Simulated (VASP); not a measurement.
# Mg in VASP: settings compared, part 2 of 3

VASP 6.6.1. The steps go on from the part before.

## (4) Single point, r2SCAN+D4

This run uses another cell than the first one, of 24.63 Å³/atom.

The input, POSCAR:

```
Mg
1.0
    3.2722434310      0.0000000000      0.0000000000
   -1.6361217155      2.8338459386      0.0000000000
    0.0000000000      0.0000000000      5.3124886887
Mg
2
Direct
    0.6666666667      0.3333333333      0.7500000000
    0.3333333333      0.6666666667      0.2500000000
```

The input, INCAR.step1:

```
SYSTEM = Mg
ALGO = Normal
EDIFF = 1E-4
ENCUT = 520
GGA = PE
ISMEAR = -1
LASPH = .True.
LCHARG = .False.
LREAL = .False.
LWAVE = .True.
NBANDS = 9
NELM = 80
PREC = Accurate
SIGMA = 0.05
```

The input, INCAR.step2:

```
SYSTEM = Mg
ALGO = Normal
EDIFF = 1E-6
ENCUT = 520
ISIF = 2
ISMEAR = -1
ISTART = 1
IVDW = 13
LASPH = .True.
LCHARG = .True.
LELF = .True.
LMIXTAU = .True.
LREAL = .False.
LVHAR = .True.
LWAVE = .False.
METAGGA = R2SCAN
NBANDS = 9
NELM = 80
PREC = Accurate
SIGMA = 0.05
VDW_A1 = 0.51559235
VDW_A2 = 5.77342911
VDW_S6 = 1.0
VDW_S8 = 0.6018749
```

The input, KPOINTS:

```
k-points
0
Gamma
  10 10 5
  0 0 0
```

Potentials or basis: VASP PAW PBE potentials, release 64 (Mg).

Command:

```
> cat potpaw_PBE.64/Mg/POTCAR > POTCAR
> cp INCAR.step1 INCAR
> mpirun -np 1 vasp_std > vasp.out
> cp INCAR.step2 INCAR
> mpirun -np 1 vasp_std > vasp.out
```

OUTCAR:

```text
SYSTEM = Mg
   EDIFF = 1E-6
   ENCUT = 520
   ISIF = 2
   ISMEAR = -1
   ISTART = 1
   IVDW = 13
   LASPH = .True.
   LREAL = .False.
   METAGGA = R2SCAN
   NELM = 80
   PREC = Accurate

 ion  position               nearest neighbor table
   1  0.667  0.333  0.750-   2 3.26   2 3.26   2 3.26   2 3.26   2 3.26   2 3.26
   2  0.333  0.667  0.250-   1 3.26   1 3.26   1 3.26   1 3.26   1 3.26   1 3.26

  LATTYP: Found a hexagonal cell.
 ALAT       =     3.2722434310
 C/A-ratio  =     1.6235004518

  Lattice vectors:

 A1 = (   3.2722434310,   0.0000000000,   0.0000000000)
 A2 = (  -1.6361217155,   2.8338459386,   0.0000000000)
 A3 = (   0.0000000000,   0.0000000000,   5.3124886887)

Analysis of symmetry for initial positions (statically):
=====================================================================
 Subroutine PRICEL returns:
 Original cell was already a primitive cell.

 Routine SETGRP: Setting up the symmetry group for a
 hexagonal supercell.

 Subroutine GETGRP returns: Found 24 space group operations
 (whereof 12 operations were pure point group operations)
 out of a pool of 24 trial point group operations.

The static configuration has the point symmetry D_3d.
 The point group associated with its full space group is D_6h.

Analysis of symmetry for dynamics (positions and initial velocities):
=====================================================================
 Subroutine PRICEL returns:
 Original cell was already a primitive cell.

 Routine SETGRP: Setting up the symmetry group for a
 hexagonal supercell.

 Subroutine GETGRP returns: Found 24 space group operations
 (whereof 12 operations were pure point group operations)
 out of a pool of 24 trial point group operations.

The dynamic configuration has the point symmetry D_3d.
 The point group associated with its full space group is D_6h.

 Subroutine INISYM returns: Found 24 space group operations
 (whereof 12 operations are pure point group operations),
 and found     1 'primitive' translations

----------------------------------------------------------------------------------------

                                     Primitive cell

  volume of cell :      49.2629

  direct lattice vectors                    reciprocal lattice vectors
     3.272243431  0.000000000  0.000000000     0.305600736  0.176438667  0.000000000
    -1.636121716  2.833845939  0.000000000     0.000000000  0.352877334  0.000000000
     0.000000000  0.000000000  5.312488689     0.000000000  0.000000000  0.188235695

  length of vectors
     3.272243431  3.272243431  5.312488689     0.352877334  0.352877334  0.188235695

  position of ions in fractional coordinates (direct lattice)
     0.666666667  0.333333333  0.750000000
     0.333333333  0.666666667  0.250000000

  ion indices of the primitive-cell ions
   primitive index   ion index
                 1           1
                 2           2

----------------------------------------------------------------------------------------

 KPOINTS: k-points

Automatic generation of k-mesh.
 Grid dimensions read from file:
 generate k-points for:   10   10    5

 Generating k-lattice:

  Cartesian coordinates                     Fractional coordinates (reciprocal lattice)
     0.030560074  0.017643867  0.000000000     0.100000000  0.000000000  0.000000000
     0.000000000  0.035287733  0.000000000     0.000000000  0.100000000  0.000000000
     0.000000000  0.000000000  0.037647139     0.000000000  0.000000000  0.200000000

  Length of vectors
     0.035287733  0.035287733  0.037647139

  Shift w.r.t. Gamma in fractional coordinates (k-lattice)
     0.000000000  0.000000000  0.000000000

 Subroutine IBZKPT returns following result:
 ===========================================

 Found     42 irreducible k-points:

 Following reciprocal coordinates:
            Coordinates               Weight
  0.000000  0.000000  0.000000      1.000000
  0.100000 -0.000000  0.000000      6.000000
  0.200000 -0.000000  0.000000      6.000000
  0.300000 -0.000000  0.000000      6.000000
  0.400000 -0.000000  0.000000      6.000000
  0.500000  0.000000  0.000000      3.000000
[... 16 lines left out ...]
  0.300000  0.100000  0.200000     24.000000
  0.400000  0.100000  0.200000     24.000000
 [... further k-points ...]
   k-points           NKPTS =     42   k-points in BZ     NKDIM =     42   number of bands    NBANDS=      9
   number of dos      NEDOS =    301   number of ions     NIONS =      2
   total plane-waves  NPLWV =  23040
   dimension x,y,z NGX =    24 NGY =   24 NGZ =   40
   dimension x,y,z NGXF=    48 NGYF=   48 NGZF=   80
   ions per type =               2
   NGX,Y,Z   is equivalent  to a cutoff of  12.19, 12.19, 12.52 a.u.
   NGXF,Y,Z  is equivalent  to a cutoff of  24.39, 24.39, 25.03 a.u.
 SYSTEM =  Mg
   PREC   = accura    normal or accurate (medium, high low for compatibility)
   ISTART =      1    job   : 0-new  1-cont  2-samecut
   ICHARG =      0    charge: 1-file 2-atom 10-const
   ISPIN  =      1    spin polarized calculation?
   LNONCOLLINEAR =      F non collinear calculations
   LSORBIT =      F    spin-orbit coupling
   LASPH  =      T    aspherical Exc in radial PAW
   ENCUT  =  520.0 eV  38.22 Ry    6.18 a.u.   6.08  6.08  9.88*2*pi/ulx,y,z
   NELM   =     80;   NELMIN=  2; NELMDL=  0     # of ELM steps
   EDIFF  = 0.1E-05   stopping-criterion for ELM
   LREAL  =      F    real-space projection
   EDIFFG = 0.1E-04   stopping-criterion for IOM
   NSW    =      0    number of steps for IOM
   IBRION =     -1    ionic relax: 0-MD 1-quasi-New 2-CG
   NFREE  =      0    steps in history (QN), initial steepest desc. (CG)
   ISIF   =      2    stress and relaxation
   ISYM   =      2    0-nonsym 1-usesym 2-fastsym
   POTIM  = 0.5000    time-step for ionic-motion
   TEBEG  =    0.0;   TEEND  =   0.0 temperature during run
   PSTRESS=    0.0 pullay stress
   NELECT =       4.0000    total number of electrons
   NUPDOWN=      -1.0000    fix difference up-down
   EMIN   =  10.00;   EMAX   =-10.00  energy-range for DOS
   EFERMI =   0.00;   METHOD = LEGACY
   ISMEAR =    -1;   SIGMA  =   0.05  broadening in eV -4-tet -1-fermi 0-gaus
   EFERMI_NEDOS =   21; number of points for ismear=-14 and -15
   IALGO  =     38    algorithm
   IMIX   =      4    mixing-type and parameters
     AMIX     =   0.40;   BMIX     =  1.00
     AMIX_MAG =   1.60;   BMIX_MAG =  1.00
  volume/ion in A,a.u.               =      24.63       166.22
  Fermi-wavevector in a.u.,A,eV,Ry     =   0.708905  1.339637  6.837563  0.502547
  Thomas-Fermi vector in A             =   1.795345
   LORBIT       =      0    0 simple, 1 ext, 2 COOP (PROOUT), +10 PAW based schemes
   METAGGA = R2SCAN    functional components
   LHFCALC =     F    Hartree Fock is set to
   AEXX    =    0.0000 exact exchange contribution
   IVDW    =    13    specifies the selected vdW correction
   LEPSILON=     F    determine dielectric tensor
   LRPA    =     F    only Hartree local field effects (RPA)
 non-spin polarized calculation
  energy-cutoff  :      520.00
  volume of cell :       49.26
 maximum number of plane-waves:      1340
   NGX = 13   NGY = 13   NGZ = 19

 number of electron       4.0000000 magnetization

 Free energy of the ion-electron system (eV)
  ---------------------------------------------------
  ext. energy  EPLUGINS =         0.00000000
  ---------------------------------------------------
  free energy    TOTEN  =        -8.24315740 eV

  energy without entropy =       -8.23241844  energy(sigma->0) =       -8.23778792

 E-fermi :   2.3264     XC(G=0):  -8.8156

 val. band max:        2.3026764587   @ k =   0.4000   0.1000   0.4000
 cond. band min:       2.3284516604   @ k =   0.3000   0.3000   0.0000
 fundamental gap:      0.0257752017
 Fermi energy:         2.3264122198

 k-point     1 :       0.0000    0.0000    0.0000
  band No.  band energies     occupation
      1      -4.7930      2.00000
      2       0.5043      2.00000
      3       1.0913      2.00000
      4      13.5830      0.00000
      5      13.5830      0.00000
      6      13.5973      0.00000
      7      13.5973      0.00000
      8      14.4879      0.00000
      9      16.1003      0.00000
[... 265 lines left out ...]
 k-point    24 :       0.4000    0.1000    0.2000
  band No.  band energies     occupation
      1      -0.4484      2.00000
      2       1.3981      2.00000
      3       2.9238      0.00001
      4       4.7011      0.00000
      5       6.7020      0.00000
      6       7.7421      0.00000
      7       9.2938      0.00000
      8      10.5900      0.00000
      9      13.1449      0.00000

 [... further k-points ...]

------------------------ aborting loop because EDIFF is reached ----------------------------------------

  DFT-D4 for vdW energy calculation

  Edisp (eV):   -0.10695

  FORCE on cell =-STRESS in cart. coord.  units (eV):
  Direction    XX          YY          ZZ          XY          YZ          ZX
  --------------------------------------------------------------------------------------
  -------------------------------------------------------------------------------------
  Total      -1.15349    -1.15349    -0.87497     0.00000     0.00000     0.00000
  in kB     -37.51510   -37.51510   -28.45653     0.00000     0.00000     0.00000
  external pressure =      -34.50 kB  Pullay stress =        0.00 kB

 VOLUME and BASIS-vectors are now :
 -----------------------------------------------------------------------------
  energy-cutoff  :      520.00
  volume of cell :       49.26
      direct lattice vectors                 reciprocal lattice vectors
     3.272243431  0.000000000  0.000000000     0.305600736  0.176438667  0.000000000
    -1.636121716  2.833845939  0.000000000     0.000000000  0.352877334  0.000000000
     0.000000000  0.000000000  5.312488689     0.000000000  0.000000000  0.188235695

 POSITION                                       TOTAL-FORCE (eV/Angst)
 -----------------------------------------------------------------------------------
      1.63612      0.94462      3.98437         0.000000      0.000000      0.000000
     -0.00000      1.88923      1.32812        -0.000000      0.000000      0.000000
 -----------------------------------------------------------------------------------
    total drift:                                0.000000     -0.000000      0.000000

  FREE ENERGIE OF THE ION-ELECTRON SYSTEM (eV)
  ---------------------------------------------------
  free  energy   TOTEN  =        -8.3501055448 eV

  energy  without entropy=       -8.3393665807  energy(sigma->0) =       -8.34473606
```

It took 83 s on 1 thread of Intel Xeon 8259CL, shared host; peak memory 0.17 GiB.

What came out:

```
Free energy                : -8.3501 eV
Pressure                   : -3.4 GPa
Band gap on the k mesh     : zero (bands 2 and 3 overlap by 1.84 eV)
Dispersion energy per atom : -0.053 eV
```

Stress tensor (GPa, compression positive):
```
-3.75  0.00  0.00
 0.00 -3.75  0.00
 0.00  0.00 -2.85
```

Caveat: the cell stands under tension; the PAW data sets were made with another functional, which shifts forces and pressure a little.

(Continued in part 3 of 3.)

The gap in the log of VASP goes by the Fermi energy; the results here count the filled bands.